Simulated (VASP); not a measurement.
# KCl (Fm-3m) in VASP: further runs, part 2 of 2

VASP 6.6.1. The steps go on from the part before.

### Step 4. Single point, r2SCAN

POSCAR reads:

```
KCl
1.0
    0.0000000000      3.1448483113      3.1448483113
    3.1448483113      0.0000000000      3.1448483113
    3.1448483113      3.1448483113      0.0000000000
K Cl
1 1
Direct
    0.0000000000      0.0000000000      0.0000000000
    0.5000000000      0.5000000000      0.5000000000
```

INCAR.step1 reads:

```
  PREC = Accurate
  ENCUT = 520
  ISMEAR = 0
  SIGMA = 0.01
  LREAL = F
  LASPH = T
  NELM = 60
  NBANDS = 15
  GGA = PE
  ALGO = Normal
  EDIFF = 1E-4
  LWAVE = T
  LCHARG = F
```

INCAR.step2 reads:

```
  PREC = Accurate
  ENCUT = 520
  EDIFF = 1E-6
  ISMEAR = 0
  SIGMA = 0.01
  LREAL = F
  LASPH = T
  NELM = 60
  ALGO = Normal
  ISIF = 2
  LWAVE = F
  LCHARG = F
  METAGGA = R2SCAN
  LMIXTAU = T
  NBANDS = 15
  ISTART = 1
```

KPOINTS reads:

```
regular mesh
0
Gamma
  4 4 4
```

Potentials or basis: VASP PAW PBE potentials, release 64 (K_sv, Cl).

On the command line:

```
> cat potpaw_PBE.64/K_sv/POTCAR potpaw_PBE.64/Cl/POTCAR > POTCAR
> cp INCAR.step1 INCAR
> mpirun -np 1 vasp_std > vasp.out
> cp INCAR.step2 INCAR
> mpirun -np 1 vasp_std > vasp.out
```

OUTCAR:

```text
PREC = Accurate
   ENCUT = 520
   EDIFF = 1E-6
   ISMEAR = 0
   LREAL = F
   LASPH = T
   NELM = 60
   ISIF = 2
   METAGGA = R2SCAN
   ISTART = 1

 ion  position               nearest neighbor table
   1  0.000  0.000  0.000-   2 3.14   2 3.14   2 3.14   2 3.14   2 3.14   2 3.14
   2  0.500  0.500  0.500-   1 3.14   1 3.14   1 3.14   1 3.14   1 3.14   1 3.14

  LATTYP: Found a face centered cubic cell.
 ALAT       =     6.2896966226

  Lattice vectors:

 A1 = (   0.0000000000,   3.1448483113,   3.1448483113)
 A2 = (   3.1448483113,   0.0000000000,   3.1448483113)
 A3 = (   3.1448483113,   3.1448483113,   0.0000000000)

Analysis of symmetry for initial positions (statically):
=====================================================================
 Subroutine PRICEL returns:
 Original cell was already a primitive cell.

 Routine SETGRP: Setting up the symmetry group for a
 face centered cubic supercell.

 Subroutine GETGRP returns: Found 48 space group operations
 (whereof 48 operations were pure point group operations)
 out of a pool of 48 trial point group operations.

The static configuration has the point symmetry O_h .

Analysis of symmetry for dynamics (positions and initial velocities):
=====================================================================
 Subroutine PRICEL returns:
 Original cell was already a primitive cell.

 Routine SETGRP: Setting up the symmetry group for a
 face centered cubic supercell.

 Subroutine GETGRP returns: Found 48 space group operations
 (whereof 48 operations were pure point group operations)
 out of a pool of 48 trial point group operations.

The dynamic configuration has the point symmetry O_h .

 Subroutine INISYM returns: Found 48 space group operations
 (whereof 48 operations are pure point group operations),
 and found     1 'primitive' translations

----------------------------------------------------------------------------------------

                                     Primitive cell
[... 103 lines left out ...]
   LEPSILON=     F    determine dielectric tensor
   LRPA    =     F    only Hartree local field effects (RPA)
 non-spin polarized calculation
 Gauss-broadening in eV      SIGMA  =   0.01
  energy-cutoff  :      520.00
  volume of cell :       62.21
 maximum number of plane-waves:      1700
 NGX is ok and might be reduce to    36
   NGX = 17   NGY = 17   NGZ = 17

 number of electron      16.0000001 magnetization

 Free energy of the ion-electron system (eV)
  ---------------------------------------------------
  ext. energy  EPLUGINS =         0.00000000
  ---------------------------------------------------
  free energy    TOTEN  =       -16.50636047 eV

  energy without entropy =      -16.50636047  energy(sigma->0) =      -16.50636047

 E-fermi :  -2.1879     XC(G=0):  -7.9602

 val. band max:       -2.2577847240   @ k =   0.0000   0.0000   0.0000
 cond. band min:       3.5772218973   @ k =   0.0000   0.0000   0.0000
 fundamental gap:      5.8350066213
 Fermi energy:        -2.1878840683

 k-point     1 :       0.0000    0.0000    0.0000
  band No.  band energies     occupation
      1     -30.5230      2.00000
      2     -14.9296      2.00000
      3     -13.2144      2.00000
      4     -13.2144      2.00000
      5     -13.2144      2.00000
      6      -2.2578      2.00000
      7      -2.2578      2.00000
      8      -2.2578      2.00000
      9       3.5772      0.00000
     10       6.7766      0.00000
     11       6.7766      0.00000
     12       6.7766      0.00000
     13       7.8205      0.00000
     14       7.8205      0.00000
[... 113 lines left out ...]
      2     -14.9136      2.00000
      3     -13.3114      2.00000
      4     -13.3114      2.00000
      5     -13.1331      2.00000
      6      -2.7394      2.00000
      7      -2.7378      2.00000
      8      -2.7378      2.00000
      9       6.3352      0.00000
     10       6.3352      0.00000
     11       8.1365      0.00000
     12       8.4866      0.00000
     13      10.2840      0.00000
     14      10.4396      0.00000
     15      10.7293      0.00000

------------------------ aborting loop because EDIFF is reached ----------------------------------------

  FORCE on cell =-STRESS in cart. coord.  units (eV):
  Direction    XX          YY          ZZ          XY          YZ          ZX
  --------------------------------------------------------------------------------------
  -------------------------------------------------------------------------------------
  Total        0.0021719      0.0021719      0.0021719      0.0000000      0.0000000     -0.0000000
  in kB        0.0559404      0.0559404      0.0559404      0.0000000      0.0000000     -0.0000000
  external PRESSURE =       0.0559404 kB  Pullay stress =       0.0000000 kB

 VOLUME and BASIS-vectors are now :
 -----------------------------------------------------------------------------
  energy-cutoff  :      520.00
  volume of cell :       62.21
      direct lattice vectors                 reciprocal lattice vectors
     0.000000000  3.144848311  3.144848311    -0.158990180  0.158990180  0.158990180
     3.144848311  0.000000000  3.144848311     0.158990180 -0.158990180  0.158990180
     3.144848311  3.144848311  0.000000000     0.158990180  0.158990180 -0.158990180

 POSITION                                       TOTAL-FORCE (eV/Angst)
 -----------------------------------------------------------------------------------
      0.00000      0.00000      0.00000         0.000000      0.000000     -0.000000
      3.14485      3.14485      3.14485        -0.000000     -0.000000      0.000000
 -----------------------------------------------------------------------------------
    total drift:                                0.000000      0.000000      0.000000

  FREE ENERGIE OF THE ION-ELECTRON SYSTEM (eV)
  ---------------------------------------------------
  free  energy   TOTEN  =       -16.5063604699 eV

  energy  without entropy=      -16.5063604699  energy(sigma->0) =      -16.50636047
```

OUTCAR.step1:

```text
PREC = Accurate
   ENCUT = 520
   ISMEAR = 0
   LREAL = F
   LASPH = T
[... 346 lines left out ...]
 -----------------------------------------------------------------------------------
      0.00000      0.00000      0.00000        -0.000000     -0.000000     -0.000000
      3.14485      3.14485      3.14485         0.000000      0.000000      0.000000
 -----------------------------------------------------------------------------------
    total drift:                                0.000000      0.000000      0.000000

  FREE ENERGIE OF THE ION-ELECTRON SYSTEM (eV)
  ---------------------------------------------------
  free  energy   TOTEN  =        -6.8032019881 eV

  energy  without entropy=       -6.8032019881  energy(sigma->0) =       -6.80320199
```

OSZICAR.step1:

```text
N       E                     dE             d eps       ncg     rms          rms(c)
DAV:   1     0.994237286704E+02    0.99424E+02   -0.70663E+03   240   0.955E+02
DAV:   2    -0.750489591759E+00   -0.10017E+03   -0.92662E+02   311   0.233E+02
DAV:   3    -0.686898890171E+01   -0.61185E+01   -0.60838E+01   338   0.511E+01
DAV:   4    -0.709248462717E+01   -0.22350E+00   -0.22344E+00   389   0.863E+00
DAV:   5    -0.709425328609E+01   -0.17687E-02   -0.17686E-02   331   0.860E-01    0.334E+00
DAV:   6    -0.680402639564E+01    0.29023E+00   -0.42237E-01   296   0.327E+00    0.272E+00
DAV:   7    -0.678974203732E+01    0.14284E-01   -0.11443E-01   317   0.185E+00    0.158E+00
DAV:   8    -0.680201261277E+01   -0.12271E-01   -0.16891E-02   301   0.964E-01    0.204E-01
DAV:   9    -0.680253807010E+01   -0.52546E-03   -0.90065E-04   317   0.183E-01    0.104E-01
DAV:  10    -0.680319941851E+01   -0.66135E-03   -0.72738E-04   254   0.165E-01    0.252E-02
DAV:  11    -0.680320198809E+01   -0.25696E-05   -0.18053E-05   253   0.287E-02
   1 F= -.68032020E+01 E0= -.68032020E+01  d E =-.156388E-84
```

Run time: 71 s. Hardware: 1 thread of AMD EPYC 7R43 (Zen 3), shared host; peak memory 0.18 GiB.

What came out:

| Property | Result |
| --- | --- |
| Free energy | -16.5064 eV |
| Pressure | 0.0 GPa |
| Band gap on the k mesh | 5.83 eV, direct |

Levels at points of the mesh, in eV from the valence-band top:
| k point | band 4 | band 5 | band 6 | band 7 | band 8 | band 9 | band 10 | band 11 | band 12 | band 13 |
| --- | --- | --- | --- | --- | --- | --- | --- | --- | --- | --- |
| (0.00, 0.00, 0.00) | -10.96 | -10.96 | 0.00 | 0.00 | 0.00 | 5.83 | 9.03 | 9.03 | 9.03 | 10.08 |
| (0.50, 0.00, 0.00) | -10.96 | -10.73 | -1.05 | -0.32 | -0.32 | 8.14 | 9.25 | 11.33 | 11.33 | 12.18 |
| (0.50, 0.50, 0.00) | -11.01 | -11.01 | -0.67 | -0.23 | -0.23 | 7.03 | 9.22 | 10.70 | 11.11 | 11.57 |

Caveat: the k points lie up to 0.43 Å⁻¹ apart; the PAW data sets were made with another functional, which shifts forces and pressure a little.

### Step 5. Single point, PBE

INCAR reads:

```
  PREC = Accurate
  ENCUT = 520
  EDIFF = 1E-6
  ISMEAR = 0
  SIGMA = 0.01
  LREAL = False
  LASPH = True
  NELM = 80
  ALGO = Normal
  ISIF = 2
  LWAVE = False
  LCHARG = False
  GGA = PE
  NBANDS = 15
```

KPOINTS reads:

```
regular mesh
0
Gamma
  8 8 8
```

POSCAR is that of step 4.

On the command line:

```
> cat potpaw_PBE.64/K_sv/POTCAR potpaw_PBE.64/Cl/POTCAR > POTCAR
> mpirun -np 1 vasp_std > vasp.out
```

Run time: 45 s. Hardware: 1 thread of AMD EPYC 7R43 (Zen 3), shared host; peak memory 0.17 GiB.

Results (log left out):

* Free energy: -6.8034 eV
* Pressure: 0.8 GPa
* Band gap on the k mesh: 5.19 eV, direct

Levels at points of the mesh, in eV from the valence-band top:
```
           k point  band 4  band 5  band 6  band 7  band 8  band 9  band 10  band 11  band 12  band 13
(0.00, 0.00, 0.00)  -10.66  -10.66    0.00    0.00    0.00    5.19     8.38     8.38     8.38     9.26
(0.50, 0.00, 0.00)  -10.66  -10.41   -1.06   -0.33   -0.33    7.60     8.61    10.53    10.53    11.42
(0.50, 0.50, 0.00)  -10.71  -10.71   -0.66   -0.22   -0.22    6.53     8.36    10.08    10.24    10.63
```

A k mesh can miss the band edges. As with any semilocal functional, this PBE gap is likely too small.

### Step 6. The runs side by side

| level | k mesh | gap on the mesh (eV) | pressure (GPa) |
| --- | --- | --- | --- |
| PBE | 4 × 4 × 4 | 5.19 | 0.8 |
| r2SCAN | 4 × 4 × 4 | 5.83 | 0.0 |
| PBE | 8 × 8 × 8 | 5.19 | 0.8 |

Alike in all rows: task single point; potentials or basis VASP PAW PBE potentials, release 64 (K_sv, Cl); no spin polarisation; cell as given; cutoff (eV) 520; smearing gaussian 0.01 eV.

Caveats: some runs use coarse meshes; the PAW data sets were made with another functional, which shifts forces and pressure a little (some runs).

Total energies depend on the potentials used, so only differences within one code and one set of settings carry meaning.
